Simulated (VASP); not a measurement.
# AlRu (v.bh) (Pm-3m) in VASP: density of states with PBE

Aim: the density of states of AlRu (v.bh) with PBE.

All numbers are computed with VASP 6.6.1; they aren't measurements. Logs are shortened: lines on timing, memory, paths and dates and some standing lists are left out, and cuts for length are marked.

## (1) The cell of the first run

Symmetry: Pm-3m, No. 221, cubic system. The conventional cell has a = 3.004 Å, b = 3.004 Å, c = 3.004 Å, α = 90.00°, β = 90.00°, γ = 90.00°. Within 3.4 Å of Ru (site symmetry m-3m) lie 8 Al at 2.60 Å and 6 Ru at 3.00 Å. Al (site symmetry m-3m) has 8 Ru at 2.60 Å and 6 Al at 3.00 Å within 3.4 Å.

## (2) Density of states, PBE

File POSCAR:

```
AlRu
1.0
    3.0036471332      0.0000000000      0.0000000000
    0.0000000000      3.0036471332      0.0000000000
    0.0000000000      0.0000000000      3.0036471332
Ru Al
1 1
Direct
    0.0000000000      0.0000000000      0.0000000000
    0.5000000000      0.5000000000      0.5000000000
```

File INCAR.step1:

```
PREC = Accurate
ENCUT = 400
EDIFF = 1E-6
ISMEAR = 0
SIGMA = 0.1
LREAL = False
LASPH = True
NELM = 120
ALGO = Normal
ISIF = 2
LWAVE = False
LCHARG = True
LMAXMIX = 4
GGA = PE
NBANDS = 16
GGA_COMPAT = False
NEDOS = 2001
LORBIT = 11
```

File KPOINTS.step1:

```
regular mesh
0
Gamma
  14 14 14
```

File INCAR.step2:

```
PREC = Accurate
ENCUT = 400
EDIFF = 1E-6
ISMEAR = -5
SIGMA = 0.1
LREAL = False
LASPH = True
NELM = 120
ALGO = Normal
ISIF = 2
LWAVE = False
LCHARG = False
LMAXMIX = 4
GGA = PE
LORBIT = 11
NBANDS = 16
NEDOS = 1001
ICHARG = 11
GGA_COMPAT = False
```

File KPOINTS.step2:

```
regular mesh
0
Gamma
  21 21 21
```

Potentials or basis: VASP PAW PBE potentials, release 64 (Ru_pv, Al).

The run is started by

```
$ cat potpaw_PBE.64/Ru_pv/POTCAR potpaw_PBE.64/Al/POTCAR > POTCAR
$ cp INCAR.step1 INCAR
$ cp KPOINTS.step1 KPOINTS
$ mpirun -np 1 vasp_std > vasp.out
$ cp INCAR.step2 INCAR
$ cp KPOINTS.step2 KPOINTS
$ mpirun -np 1 vasp_std > vasp.out
```

OUTCAR:

```text
PREC = Accurate
   ENCUT = 400
   EDIFF = 1E-6
   ISMEAR = -5
   LREAL = False
   LASPH = True
   NELM = 120
   ISIF = 2
   GGA = PE
   LORBIT = 11
   ICHARG = 11

 ion  position               nearest neighbor table
   1  0.000  0.000  0.000-   2 2.60   2 2.60   2 2.60   2 2.60   2 2.60   2 2.60   2 2.60   2 2.60

   2  0.500  0.500  0.500-   1 2.60   1 2.60   1 2.60   1 2.60   1 2.60   1 2.60   1 2.60   1 2.60

  LATTYP: Found a simple cubic cell.
 ALAT       =     3.0036471332

  Lattice vectors:

 A1 = (   3.0036471332,   0.0000000000,   0.0000000000)
 A2 = (   0.0000000000,   3.0036471332,   0.0000000000)
 A3 = (   0.0000000000,   0.0000000000,   3.0036471332)

Analysis of symmetry for initial positions (statically):
=====================================================================
 Subroutine PRICEL returns:
 Original cell was already a primitive cell.

 Routine SETGRP: Setting up the symmetry group for a
 simple cubic supercell.

 Subroutine GETGRP returns: Found 48 space group operations
 (whereof 48 operations were pure point group operations)
 out of a pool of 48 trial point group operations.

The static configuration has the point symmetry O_h .

Analysis of symmetry for dynamics (positions and initial velocities):
=====================================================================
 Subroutine PRICEL returns:
 Original cell was already a primitive cell.

 Routine SETGRP: Setting up the symmetry group for a
 simple cubic supercell.

 Subroutine GETGRP returns: Found 48 space group operations
 (whereof 48 operations were pure point group operations)
 out of a pool of 48 trial point group operations.

The dynamic configuration has the point symmetry O_h .

 Subroutine INISYM returns: Found 48 space group operations
 (whereof 48 operations are pure point group operations),
 and found     1 'primitive' translations

----------------------------------------------------------------------------------------

                                     Primitive cell

  volume of cell :      27.0986

  direct lattice vectors                    reciprocal lattice vectors
     3.003647133  0.000000000  0.000000000     0.332928588  0.000000000  0.000000000
     0.000000000  3.003647133  0.000000000     0.000000000  0.332928588  0.000000000
     0.000000000  0.000000000  3.003647133     0.000000000  0.000000000  0.332928588

  length of vectors
     3.003647133  3.003647133  3.003647133     0.332928588  0.332928588  0.332928588

  position of ions in fractional coordinates (direct lattice)
     0.000000000  0.000000000  0.000000000
     0.500000000  0.500000000  0.500000000

  ion indices of the primitive-cell ions
   primitive index   ion index
                 1           1
                 2           2

----------------------------------------------------------------------------------------

 KPOINTS: regular mesh

Automatic generation of k-mesh.
 Grid dimensions read from file:
 generate k-points for:   21   21   21

 Generating k-lattice:

  Cartesian coordinates                     Fractional coordinates (reciprocal lattice)
     0.015853742  0.000000000  0.000000000     0.047619048  0.000000000  0.000000000
     0.000000000  0.015853742  0.000000000     0.000000000  0.047619048  0.000000000
     0.000000000  0.000000000  0.015853742     0.000000000  0.000000000  0.047619048

  Length of vectors
     0.015853742  0.015853742  0.015853742

  Shift w.r.t. Gamma in fractional coordinates (k-lattice)
     0.000000000  0.000000000  0.000000000

 TETIRR: Found   4601 inequivalent tetrahedra from    55566

 Subroutine IBZKPT returns following result:
 ===========================================

 Found    286 irreducible k-points:

 Following reciprocal coordinates:
            Coordinates               Weight
  0.000000  0.000000  0.000000      1.000000
  0.047619  0.000000  0.000000      6.000000
  0.095238  0.000000  0.000000      6.000000
  0.142857  0.000000  0.000000      6.000000
  0.190476  0.000000  0.000000      6.000000
  0.238095  0.000000  0.000000      6.000000
[... 16 lines left out ...]
  0.142857  0.095238  0.000000     24.000000
  0.190476  0.095238  0.000000     24.000000
 [... further k-points ...]
   k-points           NKPTS =    286   k-points in BZ     NKDIM =    286   number of bands    NBANDS=     16
   number of dos      NEDOS =   1001   number of ions     NIONS =      2
   total plane-waves  NPLWV =   8000
   dimension x,y,z NGX =    20 NGY =   20 NGZ =   20
   dimension x,y,z NGXF=    40 NGYF=   40 NGZF=   40
   ions per type =               1   1
   NGX,Y,Z   is equivalent  to a cutoff of  11.07, 11.07, 11.07 a.u.
   NGXF,Y,Z  is equivalent  to a cutoff of  22.14, 22.14, 22.14 a.u.
 SYSTEM =  unknown system
   PREC   = accura    normal or accurate (medium, high low for compatibility)
   ISTART =      0    job   : 0-new  1-cont  2-samecut
   ICHARG =     11    charge: 1-file 2-atom 10-const
   ISPIN  =      1    spin polarized calculation?
   LNONCOLLINEAR =      F non collinear calculations
   LSORBIT =      F    spin-orbit coupling
   LASPH  =      T    aspherical Exc in radial PAW
   ENCUT  =  400.0 eV  29.40 Ry    5.42 a.u.   4.90  4.90  4.90*2*pi/ulx,y,z
   NELM   =    120;   NELMIN=  2; NELMDL=  0     # of ELM steps
   EDIFF  = 0.1E-05   stopping-criterion for ELM
   LREAL  =      F    real-space projection
   EDIFFG = 0.1E-04   stopping-criterion for IOM
   NSW    =      0    number of steps for IOM
   IBRION =     -1    ionic relax: 0-MD 1-quasi-New 2-CG
   NFREE  =      0    steps in history (QN), initial steepest desc. (CG)
   ISIF   =      2    stress and relaxation
   ISYM   =      2    0-nonsym 1-usesym 2-fastsym
   POTIM  = 0.5000    time-step for ionic-motion
   TEBEG  =    0.0;   TEEND  =   0.0 temperature during run
   PSTRESS=    0.0 pullay stress
   NELECT =      17.0000    total number of electrons
   NUPDOWN=      -1.0000    fix difference up-down
   EMIN   =  10.00;   EMAX   =-10.00  energy-range for DOS
   EFERMI =   0.00;   METHOD = LEGACY
   ISMEAR =    -5;   SIGMA  =   0.10  broadening in eV -4-tet -1-fermi 0-gaus
   EFERMI_NEDOS =   21; number of points for ismear=-14 and -15
   IALGO  =     38    algorithm
   IMIX   =      4    mixing-type and parameters
     AMIX     =   0.40;   BMIX     =  1.00
     AMIX_MAG =   1.60;   BMIX_MAG =  1.00
  volume/ion in A,a.u.               =      13.55        91.44
  Fermi-wavevector in a.u.,A,eV,Ry     =   1.401443  2.648344 26.722435  1.964044
  Thomas-Fermi vector in A             =   2.524304
   LORBIT       =     11    0 simple, 1 ext, 2 COOP (PROOUT), +10 PAW based schemes
   GGA     = PE    functional components
   LHFCALC =     F    Hartree Fock is set to
   AEXX    =    0.0000 exact exchange contribution
   IVDW    =     0    specifies the selected vdW correction
   LEPSILON=     F    determine dielectric tensor
   LRPA    =     F    only Hartree local field effects (RPA)
 non-spin polarized calculation
 Fermi weights with tetrahedron method with Bloechl corrections
  energy-cutoff  :      400.00
  volume of cell :       27.10
 maximum number of plane-waves:       508
 NGX is ok and might be reduce to    20

 number of electron      16.9999981 magnetization

 Free energy of the ion-electron system (eV)
  ---------------------------------------------------
  ext. energy  EPLUGINS =         0.00000000
  ---------------------------------------------------
  free energy    TOTEN  =       -14.25703653 eV

  energy without entropy =      -14.25703653  energy(sigma->0) =      -14.25703653

 E-fermi :  10.5390     XC(G=0): -12.5045

 val. band max:       10.5985553053   @ k =   0.4286   0.4286   0.1429
 cond. band min:      10.5261207038   @ k =   0.3810   0.3333   0.2381
 fundamental gap:     -0.0724346014
 Fermi energy:        10.5389741485

 k-point     1 :       0.0000    0.0000    0.0000
  band No.  band energies     occupation
      1     -31.2121      2.00000
      2     -31.2121      2.00000
      3     -31.2121      2.00000
      4       0.9431      2.00000
      5       7.0496      2.00000
      6       7.0496      2.00000
[... 8 lines left out ...]
     15      22.6891      0.00000
     16      25.4262      0.00000

 k-point     2 :       0.0476    0.0000    0.0000
  band No.  band energies     occupation
      1     -31.2169      2.00000
      2     -31.2121      2.00000
      3     -31.2121      2.00000
      4       0.9864      2.00000
      5       7.0647      2.00000
      6       7.0648      2.00000
[... 8 lines left out ...]
     15      22.6890      0.00000
     16      25.5617      0.00000

 k-point     3 :       0.0952    0.0000    0.0000
  band No.  band energies     occupation
      1     -31.2299      2.00000
      2     -31.2110      2.00000
      3     -31.2110      2.00000
      4       1.1152      2.00000
      5       7.1051      2.00000
      6       7.1094      2.00000
[... 8 lines left out ...]
     15      22.6894      0.00000
     16      25.9847      0.00000

 k-point     4 :       0.1429    0.0000    0.0000
  band No.  band energies     occupation
      1     -31.2506      2.00000
      2     -31.2093      2.00000
      3     -31.2093      2.00000
      4       1.3272      2.00000
      5       7.1538      2.00000
      6       7.1810      2.00000
[... 8 lines left out ...]
     15      22.6915      0.00000
     16      26.7155      0.00000
[... 324 lines left out ...]
 k-point    22 :       0.0952    0.0952    0.0000
  band No.  band energies     occupation
      1     -31.2293      2.00000
      2     -31.2276      2.00000
      3     -31.2093      2.00000
      4       1.2850      2.00000
      5       7.1617      2.00000
      6       7.1736      2.00000
[... 8 lines left out ...]
     15      22.6894      0.00000
     16      26.4480      0.00000

 k-point    23 :       0.1429    0.0952    0.0000
  band No.  band energies     occupation
      1     -31.2490      2.00000
      2     -31.2266      2.00000
      3     -31.2078      2.00000
      4       1.4939      2.00000
      5       7.2152      2.00000
      6       7.2460      2.00000
[... 8 lines left out ...]
     15      22.8368      0.00000
     16      27.0543      0.00000

 k-point    24 :       0.1905    0.0952    0.0000
  band No.  band energies     occupation
      1     -31.2749      2.00000
      2     -31.2243      2.00000
      3     -31.2056      2.00000
      4       1.7802      2.00000
      5       7.2491      2.00000
      6       7.3388      2.00000
[... 8 lines left out ...]
     15      23.3270      0.00000
     16      27.2577      0.00000

 [... further k-points ...]

------------------------ aborting loop because EDIFF is reached ----------------------------------------

  FORCE on cell =-STRESS in cart. coord.  units (eV):
  Direction    XX          YY          ZZ          XY          YZ          ZX
  --------------------------------------------------------------------------------------
  -------------------------------------------------------------------------------------
  Total       -0.1436636     -0.1436636     -0.1436636      0.0000000      0.0000000      0.0000000
  in kB       -8.4939684     -8.4939684     -8.4939684      0.0000000      0.0000000      0.0000000
  external PRESSURE =      -8.4939684 kB  Pullay stress =       0.0000000 kB

 VOLUME and BASIS-vectors are now :
 -----------------------------------------------------------------------------
  energy-cutoff  :      400.00
  volume of cell :       27.10
      direct lattice vectors                 reciprocal lattice vectors
     3.003647133  0.000000000  0.000000000     0.332928588  0.000000000  0.000000000
     0.000000000  3.003647133  0.000000000     0.000000000  0.332928588  0.000000000
     0.000000000  0.000000000  3.003647133     0.000000000  0.000000000  0.332928588

 POSITION                                       TOTAL-FORCE (eV/Angst)
 -----------------------------------------------------------------------------------
      0.00000      0.00000      0.00000         0.000000      0.000000      0.000000
      1.50182      1.50182      1.50182         0.000000      0.000000      0.000000
 -----------------------------------------------------------------------------------
    total drift:                               -0.000000      0.000000      0.000000

  FREE ENERGIE OF THE ION-ELECTRON SYSTEM (eV)
  ---------------------------------------------------
  free  energy   TOTEN  =       -14.2570365334 eV

  energy  without entropy=      -14.2570365334  energy(sigma->0) =      -14.25703653

 total charge

# of ion       s       p       d       tot
------------------------------------------
    1        0.333   6.239   6.193  12.765
    2        0.390   0.414   0.000   0.803
--------------------------------------------------
tot          0.722   6.652   6.193  13.568
```

Wall time 98 s (1 thread of Intel Xeon 8259CL, shared host); peak memory 0.2 GiB.

What came out:

```
Valence electrons inside the program's atomic spheres : Ru 12.77; Al 0.80
```

Caveat: tetrahedron occupations give inexact forces and stress in metals.
